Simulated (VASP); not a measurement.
# Sc: single point with PBEsol

Crystal: Sc.

```xyz
2
Lattice="3.2759 0.0000 0.0000 -1.6380 2.8370 0.0000 0.0000 0.0000 5.0938" Properties=species:S:1:pos:R:3 pbc="T T T"
Sc    1.6380    0.9457    3.8204
Sc    0.0000    1.8914    1.2735
```

| Item | Value |
| --- | --- |
| Program | VASP 6.6.1 |
| Task | single point |
| Functional | PBEsol |
| Potentials or basis | VASP PAW PBE potentials, release 64 (Sc_sv) |
| Cutoff | 520 eV |
| k mesh | 9 × 9 × 5 |
| Occupations | fermi-dirac, width 0.05 eV |
| Spin | no spin polarisation |

- Pressure: 0.0 GPa
- Band gap on the k mesh: zero (bands 11 and 12 overlap by 1.34 eV)

Levels at points of the mesh, in eV from the Fermi level:
```csv
k point,band 7,band 8,band 9,band 10,band 11,band 12,band 13,band 14,band 15,band 16
"(0.00, 0.00, 0.00)",-27.59,-27.56,-5.21,-1.70,0.73,1.63,1.63,1.92,2.11,2.11
```

Run time: 23 s on 1 thread of AMD EPYC 7R13 Processor (Zen 3), on a shared host, peak memory 0.14 GiB.

Caveat: the PAW data sets were made with another functional, which shifts forces and pressure a little.
